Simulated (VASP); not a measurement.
# Ti3Si (Fm-3m) in VASP: notebook, part 2 of 2

VASP 6.6.1. Earlier steps stand in the parts before.

### 5 Single point, LDA

This run uses another cell than the first one, of 14.53 Å³/atom.

Contents of INCAR:

```
ALGO = Normal ; EDIFF = 1E-7
ENCUT = 520 ; ISIF = 2
ISMEAR = -1 ; LASPH = T
LCHARG = F ; LREAL = F
LWAVE = F ; NBANDS = 28
NELM = 100 ; PREC = Accurate
SIGMA = 0.1
```

Contents of KPOINTS:

```
k-points
0
Gamma
  8 8 8
```

Contents of POSCAR:

```
Ti3Si
1.0
    0.0000000000      3.0743409360      3.0743409360
    3.0743409360      0.0000000000      3.0743409360
    3.0743409360      3.0743409360      0.0000000000
Ti Si
3 1
Direct
    0.7500000000      0.7500000000      0.7500000000
    0.2500000000      0.2500000000      0.2500000000
    0.0000000000      0.0000000000      0.0000000000
    0.5000000000      0.5000000000      0.5000000000
```

Potentials or basis: VASP PAW LDA potentials, release 64 (Ti_sv, Si).

On the command line:

```bash
$ cat potpaw_LDA.64/Ti_sv/POTCAR potpaw_LDA.64/Si/POTCAR > POTCAR
$ mpirun -np 1 vasp_std > vasp.out
```

OUTCAR:

```text
EDIFF = 1E-7
   ENCUT = 520
   ISIF = 2
   ISMEAR = -1
   LASPH = T
   LREAL = F
   NELM = 100
   PREC = Accurate

 ion  position               nearest neighbor table
   1  0.750  0.750  0.750-   4 2.66   4 2.66   4 2.66   3 2.66   4 2.66   3 2.66   3 2.66   3 2.66

   2  0.250  0.250  0.250-   3 2.66   3 2.66   3 2.66   3 2.66   4 2.66   4 2.66   4 2.66   4 2.66

   3  0.000  0.000  0.000-   1 2.66   1 2.66   1 2.66   1 2.66   2 2.66   2 2.66   2 2.66   2 2.66

   4  0.500  0.500  0.500-   2 2.66   2 2.66   2 2.66   1 2.66   2 2.66   1 2.66   1 2.66   1 2.66

  LATTYP: Found a face centered cubic cell.
 ALAT       =     6.1486818720

  Lattice vectors:

 A1 = (   0.0000000000,   3.0743409360,   3.0743409360)
 A2 = (   3.0743409360,   0.0000000000,   3.0743409360)
 A3 = (   3.0743409360,   3.0743409360,   0.0000000000)

Analysis of symmetry for initial positions (statically):
=====================================================================
 Subroutine PRICEL returns:
 Original cell was already a primitive cell.

 Routine SETGRP: Setting up the symmetry group for a
 face centered cubic supercell.

 Subroutine GETGRP returns: Found 48 space group operations
 (whereof 48 operations were pure point group operations)
 out of a pool of 48 trial point group operations.

The static configuration has the point symmetry O_h .

Analysis of symmetry for dynamics (positions and initial velocities):
=====================================================================
 Subroutine PRICEL returns:
 Original cell was already a primitive cell.

 Routine SETGRP: Setting up the symmetry group for a
 face centered cubic supercell.

 Subroutine GETGRP returns: Found 48 space group operations
 (whereof 48 operations were pure point group operations)
[... 115 lines left out ...]
   TEBEG  =    0.0;   TEEND  =   0.0 temperature during run
   PSTRESS=    0.0 pullay stress
   NELECT =      40.0000    total number of electrons
   NUPDOWN=      -1.0000    fix difference up-down
   EMIN   =  10.00;   EMAX   =-10.00  energy-range for DOS
   EFERMI =   0.00;   METHOD = LEGACY
   ISMEAR =    -1;   SIGMA  =   0.10  broadening in eV -4-tet -1-fermi 0-gaus
   EFERMI_NEDOS =   21; number of points for ismear=-14 and -15
   IALGO  =     38    algorithm
   IMIX   =      4    mixing-type and parameters
     AMIX     =   0.40;   BMIX     =  1.00
     AMIX_MAG =   1.60;   BMIX_MAG =  1.00
  volume/ion in A,a.u.               =      14.53        98.04
  Fermi-wavevector in a.u.,A,eV,Ry     =   1.445438  2.731482 28.426530  2.089291
  Thomas-Fermi vector in A             =   2.563620
   LORBIT       =      0    0 simple, 1 ext, 2 COOP (PROOUT), +10 PAW based schemes
   GGA     = CA    functional components
   LHFCALC =     F    Hartree Fock is set to
   AEXX    =    0.0000 exact exchange contribution
   IVDW    =     0    specifies the selected vdW correction
   LEPSILON=     F    determine dielectric tensor
   LRPA    =     F    only Hartree local field effects (RPA)
 non-spin polarized calculation
  energy-cutoff  :      520.00
  volume of cell :       58.11
 maximum number of plane-waves:      1588
   NGX = 17   NGY = 17   NGZ = 17

 number of electron      39.9999980 magnetization

 Free energy of the ion-electron system (eV)
  ---------------------------------------------------
  ext. energy  EPLUGINS =         0.00000000
  ---------------------------------------------------
  free energy    TOTEN  =       -33.25149441 eV

  energy without entropy =      -33.05941795  energy(sigma->0) =      -33.15545618

 E-fermi :   9.8781     XC(G=0): -12.3134

 val. band max:        9.8768895135   @ k =   0.0000   0.0000   0.0000
 cond. band min:       9.8829020873   @ k =   0.1250   0.1250   0.0000
 fundamental gap:      0.0060125738
 Fermi energy:         9.8780963333

 k-point     1 :       0.0000    0.0000    0.0000
  band No.  band energies     occupation
      1     -45.8359      2.00000
      2     -45.7005      2.00000
      3     -45.3436      2.00000
      4     -22.5388      2.00000
      5     -22.5388      2.00000
      6     -22.5388      2.00000
[... 733 lines left out ...]
     27      12.8741      0.00000
     28      13.2431      0.00000

 [... further k-points ...]
[... 5 lines left out ...]
  --------------------------------------------------------------------------------------
  -------------------------------------------------------------------------------------
  Total        0.0157235      0.0157235      0.0157235      0.0000000     -0.0000000      0.0000000
  in kB        0.4334860      0.4334860      0.4334860      0.0000000     -0.0000000      0.0000000
  external PRESSURE =       0.4334860 kB  Pullay stress =       0.0000000 kB

 VOLUME and BASIS-vectors are now :
 -----------------------------------------------------------------------------
  energy-cutoff  :      520.00
  volume of cell :       58.11
      direct lattice vectors                 reciprocal lattice vectors
     0.000000000  3.074340936  3.074340936    -0.162636484  0.162636484  0.162636484
     3.074340936  0.000000000  3.074340936     0.162636484 -0.162636484  0.162636484
     3.074340936  3.074340936  0.000000000     0.162636484  0.162636484 -0.162636484

 POSITION                                       TOTAL-FORCE (eV/Angst)
 -----------------------------------------------------------------------------------
      4.61151      4.61151      4.61151        -0.000000     -0.000000     -0.000000
      1.53717      1.53717      1.53717         0.000000      0.000000      0.000000
      0.00000      0.00000      0.00000        -0.000000     -0.000000     -0.000000
      3.07434      3.07434      3.07434        -0.000000     -0.000000     -0.000000
 -----------------------------------------------------------------------------------
    total drift:                               -0.000000     -0.000000      0.000000

  FREE ENERGIE OF THE ION-ELECTRON SYSTEM (eV)
  ---------------------------------------------------
  free  energy   TOTEN  =       -33.2514944143 eV

  energy  without entropy=      -33.0594179451  energy(sigma->0) =      -33.15545618
```

OSZICAR:

```text
N       E                     dE             d eps       ncg     rms          rms(c)
DAV:   1     0.469445572628E+03    0.46945E+03   -0.19993E+04  1624   0.172E+03
DAV:   2     0.150230912319E+02   -0.45442E+03   -0.44680E+03  1632   0.509E+02
DAV:   3    -0.322939692091E+02   -0.47317E+02   -0.46143E+02  2888   0.144E+02
DAV:   4    -0.362011310186E+02   -0.39072E+01   -0.38800E+01  2352   0.350E+01
DAV:   5    -0.364100234774E+02   -0.20889E+00   -0.20874E+00  2500   0.698E+00    0.175E+01
DAV:   6    -0.331758589647E+02    0.32342E+01   -0.16913E+01  2352   0.338E+01    0.474E+00
DAV:   7    -0.332490496620E+02   -0.73191E-01   -0.13567E+00  2268   0.863E+00    0.333E+00
DAV:   8    -0.332563306682E+02   -0.72810E-02   -0.30648E-01  2236   0.653E+00    0.252E+00
DAV:   9    -0.332615856017E+02   -0.52549E-02   -0.33289E-01  2204   0.588E+00    0.741E-01
DAV:  10    -0.332498649352E+02    0.11721E-01   -0.10132E-01  2104   0.275E+00    0.422E-01
DAV:  11    -0.332514984515E+02   -0.16335E-02   -0.12542E-02  2100   0.106E+00    0.989E-02
DAV:  12    -0.332514947513E+02    0.37002E-05   -0.12478E-03  2204   0.337E-01    0.345E-02
DAV:  13    -0.332514953800E+02   -0.62870E-06   -0.83737E-05  2008   0.928E-02    0.105E-02
DAV:  14    -0.332514944508E+02    0.92923E-06   -0.14126E-05  2492   0.254E-02    0.441E-03
DAV:  15    -0.332514944143E+02    0.36453E-07   -0.86998E-07  2108   0.989E-03
   1 F= -.33251494E+02 E0= -.33155456E+02  d E =-.192076E+00
```

Run time: 56 s. Hardware: 1 thread of Intel Xeon 8259CL, shared host; peak memory 0.18 GiB.

What came out:

- Free energy: -33.2515 eV
- Pressure: 0.0 GPa
- Band gap on the k mesh: zero (bands 20 and 21 overlap by 0.50 eV)

### 6 Single point, LDA

This run uses another cell than the first one, of 14.73 Å³/atom.

Contents of INCAR:

```
SYSTEM = Ti3Si
PREC     = Accurate       ! precision mode
ENCUT    = 520            ! plane-wave cutoff, eV
EDIFF    = 1E-6           ! SCF threshold, eV
ISMEAR   = -1             ! smearing method
SIGMA    = 0.1            ! smearing width, eV
LREAL    = .FALSE.        ! projectors in reciprocal space
LASPH    = .TRUE.         ! aspherical terms in the spheres
NELM     = 80             ! most SCF steps
ALGO     = Normal         ! electronic algorithm
ISIF     = 2              ! what is computed and relaxed
LWAVE    = .FALSE.        ! write WAVECAR
LCHARG   = .TRUE.         ! write CHGCAR
GGA      = CA             ! functional
LELF     = .TRUE.         ! ELF
LVHAR    = .TRUE.       
NBANDS   = 28             ! bands
```

Contents of KPOINTS:

```
Automatic mesh
0
G
  8 8 8
  0 0 0
```

Contents of POSCAR:

```
Ti3Si
1.0
    0.0000000000      3.0881303621      3.0881303621
    3.0881303621      0.0000000000      3.0881303621
    3.0881303621      3.0881303621      0.0000000000
Ti Si
3 1
Direct
    0.7500000000      0.7500000000      0.7500000000
    0.2500000000      0.2500000000      0.2500000000
    0.0000000000      0.0000000000      0.0000000000
    0.5000000000      0.5000000000      0.5000000000
```

Potentials or basis: VASP PAW LDA potentials, release 64 (Ti_sv, Si).

On the command line:

```bash
$ cat potpaw_LDA.64/Ti_sv/POTCAR potpaw_LDA.64/Si/POTCAR > POTCAR
$ mpirun -np 1 vasp_std > vasp.out
```

Run time: 53 s. Hardware: 1 thread of Intel Xeon 8259CL, shared host; peak memory 0.17 GiB.

The run converged. Its results:

```
Free energy            : -33.2472 eV
Pressure               : -1.9 GPa
Band gap on the k mesh : zero (bands 20 and 21 overlap by 0.48 eV)
```

Levels at points of the mesh, in eV from the Fermi level:
| k point | band 16 | band 17 | band 18 | band 19 | band 20 | band 21 | band 22 | band 23 | band 24 | band 25 |
| --- | --- | --- | --- | --- | --- | --- | --- | --- | --- | --- |
| (0.00, 0.00, 0.00) | -2.84 | -2.18 | -2.18 | -0.01 | -0.01 | -0.01 | 2.40 | 2.40 | 2.40 | 2.52 |
| (0.50, 0.00, 0.00) | -3.01 | -0.54 | -0.51 | -0.51 | -0.17 | -0.17 | 0.71 | 0.92 | 0.92 | 2.86 |
| (0.50, 0.50, 0.00) | -2.15 | -1.84 | -1.84 | -0.35 | -0.29 | -0.29 | 1.04 | 1.35 | 1.35 | 2.48 |

### 7 The runs side by side

| cell | gap on the mesh (eV) | pressure (GPa) |
| --- | --- | --- |
| a = 4.263 Å, angles 60.0°, 4 atoms | none | 10.1 |
| a = 4.302 Å, angles 60.0°, 4 atoms | none | 5.1 |
| a = 4.329 Å, angles 60.0°, 4 atoms | none | 2.1 |
| a = 4.348 Å, angles 60.0°, 4 atoms | none | 0.0 |
| a = 4.367 Å, angles 60.0°, 4 atoms | none | -1.9 |

Alike in all rows: task single point; level LDA; potentials or basis VASP PAW LDA potentials, release 64 (Ti_sv, Si); no spin polarisation; k mesh 8 × 8 × 8; cutoff (eV) 520; smearing fermi-dirac 0.1 eV.

Caveats: the cell stands under pressure (at least some runs).

Total energies depend on the potentials used, so only differences within one code and one set of settings carry meaning.
